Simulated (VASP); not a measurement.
Here is a VASP 6.6.1 calculation.

File INCAR:

```
PREC = Accurate
ENCUT = 520
EDIFF = 1E-7
ISMEAR = 1
SIGMA = 0.01
LREAL = False
LASPH = True
NELM = 150
ALGO = Normal
ISIF = 2
LWAVE = False
LCHARG = False
ISPIN = 2
MAGMOM = 1.09
LORBIT = 11
LMAXMIX = 4
LDAU = True
LDAUTYPE = 2
LDAUL = 2
LDAUU = 5
LDAUJ = 0
LDAUPRINT = 1
GGA = PS
NBANDS = 15
```

KPOINTS

```
regular mesh
0
Gamma
  13 13 13
```

File POSCAR:

```
Ni
1.0
   -1.3650143198      1.3650143198      1.3650143198
    1.3650143198     -1.3650143198      1.3650143198
    1.3650143198      1.3650143198     -1.3650143198
Ni
1
Direct
    0.0000000000      0.0000000000      0.0000000000
```

Potentials or basis: VASP PAW PBE potentials, release 64 (Ni).

Launch:

```sh
$ cat potpaw_PBE.64/Ni/POTCAR > POTCAR
$ mpirun -np 1 vasp_std > vasp.out
```

Problem. Predict the site moments.

Solution. Ni +0.67 μB.

Problem. What does it give for the net moment?

Solution. 0.65 μB per cell.

Eigenvalues of the final occupation matrices:
| site | spin | trace | eigenvalues |
| --- | --- | --- | --- |
| site 1 d | 1 | 4.67 | 0.93 0.93 0.93 0.94 0.94 |
| site 1 d | 2 | 3.95 | 0.70 0.70 0.70 0.92 0.92 |

Caveat: the U is typed as a test and isn't derived for this compound. The state reached can hang on the start; a lower one may exist.
